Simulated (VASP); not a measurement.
Write the native input for VASP 6.6.1 that does the following.

| Item | Value |
| --- | --- |
| Task | single point |
| Functional | PBE |
| Potentials or basis | VASP PAW PBE potentials, release 64 (Li_sv, F) |
| Cutoff | 520 eV |
| k mesh | 6 × 6 × 6 |
| Occupations | gaussian, width 0.02 eV |
| Spin | no spin polarisation |
| Dipole correction | no |
| Further INCAR settings | ALGO = Normal; EDIFF = 1e-06; NBANDS = 30 |

The structure of LiF lies in POSCAR:

```
LiF
1.0
   -3.2178749350      3.2178749350      1.9764144827
    3.2178749350     -3.2178749350      1.9764144827
    3.2178749350      3.2178749350     -1.9764144827
Li F
4 4
Direct
    0.3964511720      0.6035499802      0.5000000000
    0.1035499802      0.8964511720      0.5000000000
    0.8964511720      0.3964511720      0.7929011918
    0.6035499802      0.1035499802      0.2070988082
    0.4007979083      0.9007979083      0.8015969688
    0.0992009395      0.5992009395      0.1984030312
    0.9007979083      0.0992009395      0.5000000000
    0.5992009395      0.4007979083      0.5000000000
```

These files were run (other wordings do the same):

INCAR

```
SYSTEM = LiF
PREC     = Accurate       ! precision mode
ENCUT    = 520            ! plane-wave cutoff, eV
EDIFF    = 1E-6           ! SCF threshold, eV
ISMEAR   = 0              ! smearing method
SIGMA    = 0.02           ! smearing width, eV
LREAL    = .FALSE.        ! projectors in reciprocal space
LASPH    = .TRUE.         ! aspherical terms in the spheres
NELM     = 60             ! most SCF steps
ALGO     = Normal         ! electronic algorithm
ISIF     = 2              ! what is computed and relaxed
LWAVE    = .FALSE.        ! write WAVECAR
LCHARG   = .FALSE.        ! write CHGCAR
GGA      = PE             ! functional
NBANDS   = 30             ! bands
```

KPOINTS

```
regular mesh
0
G
  6 6 6
  0 0 0
```

Potentials or basis: VASP PAW PBE potentials, release 64 (Li_sv, F).

Launch:

```bash
$ cat potpaw_PBE.64/Li_sv/POTCAR potpaw_PBE.64/F/POTCAR > POTCAR
$ mpirun -np 1 vasp_std > vasp.out
```

Results of the run:

The largest force is 0.004 eV/Å and the band gap on the k mesh is 7.11 eV.

Wall time 42 s on 1 thread of Intel(R) Xeon(R) 6975P-C (Granite Rapids), with other jobs on the host, peak memory 0.24 GiB.
